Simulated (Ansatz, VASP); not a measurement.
## One calculation of FeO, two programs

```
Fe O
1.0
    -2.27275   -2.14009    4.33627
    -4.54714   -2.15823    2.15824
    -2.27275   -4.33626    2.14009
Fe O
2 2
Direct
  0.00000 0.00000 0.00000
  0.50000 0.50000 0.50000
  0.19615 0.25000 0.30385
  0.80385 0.75000 0.69615
```

Alike in both runs: task electric field gradients; functional PBE; k mesh 8 × 8 × 8; occupations gaussian, width 0.05 eV; collinear spin; Hubbard terms Fe d U = 4.0 eV.

```csv
,VASP,Ansatz
version,VASP 6.6.1,Ansatz 0.2.0
potentials or method,"VASP PAW PBE potentials, release 64 (Fe, O), cutoff 520 eV","scalar-relativistic, plane waves, PAW"
valence electrons in the cell,28,44
```

|  | VASP | Ansatz | Ansatz less VASP |
| --- | --- | --- | --- |
| gap on the k mesh at the Fermi level (eV) | 1.49 | 1.63 | +0.143 |
| least direct gap on the mesh (eV) | 1.95 | 2.09 | +0.137 |
| pressure (GPa) | -3.0 | 0.0 | +2.96 |
| rms of the force components (eV/Å) | 0.011 | 0.000 | -0.0111 |
| net moment per atom (μB) | 0.00 | 0.00 | 0.000 |
| size of the moment on the site where the two differ most (μB) | 3.69 | 3.36 | -0.333 |

Site moments also hang on the region over which each program counts them. The programs project onto different local orbitals, so the same U acts differently, and such runs can settle in different states. VASP's potentials hold 28 valence electrons a cell and Ansatz's 44, so a difference there can come from the potentials and not from the codes. Ansatz's warnings: stability check not made.
